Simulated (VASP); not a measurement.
Wanted: the native input for a VASP 6.6.1 run.

```yaml
Task: single point
Functional: r2SCAN
Potentials_or_basis: VASP PAW PBE potentials, release 64 (Be)
Cutoff: 520 eV
k_mesh: 16 × 16 × 16
Occupations: fermi-dirac, width 0.1 eV
Spin: no spin polarisation
Dipole_correction: no
Further_INCAR_settings: ALGO = Normal; EDIFF = 1e-06; NBANDS = 7
```

Crystal: Be.

```
CELL_PARAMETERS angstrom
2.14192 0.00000 0.00000
0.00000 2.14192 0.00000
0.00000 0.00000 2.14192
ATOMIC_POSITIONS crystal
Be 0.00000 0.00000 0.00000
```

This cell differs from its parent crystal: volume scaled by 0.96.

One way to write it, as run:

POSCAR

```
Be
1.0
    2.1419203803      0.0000000000      0.0000000000
    0.0000000000      2.1419203803      0.0000000000
    0.0000000000      0.0000000000      2.1419203803
Be
1
Direct
    0.0000000000      0.0000000000      0.0000000000
```

INCAR.step1

```
  PREC = Accurate
  ENCUT = 520
  ISMEAR = -1
  SIGMA = 0.1
  LREAL = False
  LASPH = True
  NELM = 60
  NBANDS = 7
  GGA = PE
  ALGO = Normal
  EDIFF = 1E-4
  LWAVE = True
  LCHARG = False
```

INCAR.step2

```
  PREC = Accurate
  ENCUT = 520
  EDIFF = 1E-6
  ISMEAR = -1
  SIGMA = 0.1
  LREAL = False
  LASPH = True
  NELM = 60
  ALGO = Normal
  ISIF = 2
  LWAVE = False
  LCHARG = False
  METAGGA = R2SCAN
  LMIXTAU = True
  NBANDS = 7
  ISTART = 1
```

KPOINTS

```
regular mesh
0
Gamma
  16 16 16
```

Potentials or basis: VASP PAW PBE potentials, release 64 (Be).

Run with:

```bash
$ cat potpaw_PBE.64/Be/POTCAR > POTCAR
$ cp INCAR.step1 INCAR
$ mpirun -np 1 vasp_std > vasp.out
$ cp INCAR.step2 INCAR
$ mpirun -np 1 vasp_std > vasp.out
```

Results of the run:

```yaml
Pressure: 3.6 GPa
Band_gap_on_the_k_mesh: zero (band 1 reaches 11.38 eV, above the bottom of band 2 at 3.30 eV)
```

Caveat: the PAW data sets were made with another functional, which shifts forces and pressure a little.

Run time: 5.6 s on 1 thread of Intel(R) Xeon(R) 6975P-C (Granite Rapids), on a shared host, peak memory 0.11 GiB.
